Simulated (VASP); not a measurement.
## TiAl: single point with r2SCAN

TiAl:

```
Ti Al
1.0
     3.17906    0.00000    0.00000
     0.00000    3.17906    0.00000
     0.00000    0.00000    3.17906
Ti Al
1 1
Direct
  0.00000 0.00000 0.00000
  0.50000 0.50000 0.50000
```

```
Program                : VASP 6.6.1
Task                   : single point
Functional             : r2SCAN
Potentials or basis    : VASP PAW PBE potentials, release 64 (Ti_sv, Al)
Cutoff                 : 520 eV
k mesh                 : 5 × 5 × 5
Occupations            : fermi-dirac, width 0.05 eV
Spin                   : no spin polarisation
Dipole correction      : no
Further INCAR settings : ALGO = Normal; EDIFF = 1e-06; NBANDS = 14
```

```
Pressure : -0.7 GPa
```

Levels at points of the mesh, in eV from the Fermi level:
| k point | band 3 | band 4 | band 5 | band 6 | band 7 | band 8 | band 9 | band 10 | band 11 | band 12 |
| --- | --- | --- | --- | --- | --- | --- | --- | --- | --- | --- |
| (0.00, 0.00, 0.00) | -34.36 | -34.36 | -9.76 | -1.52 | -1.52 | 2.12 | 2.12 | 2.12 | 4.72 | 4.72 |

Wall time 22 s on 1 thread of AMD EPYC 7R13 Processor (Zen 3) (shared host), peak memory 0.11 GiB.

Caveat: the k points lie up to 0.40 Å⁻¹ apart; the PAW data sets were made with another functional, which shifts forces and pressure a little.
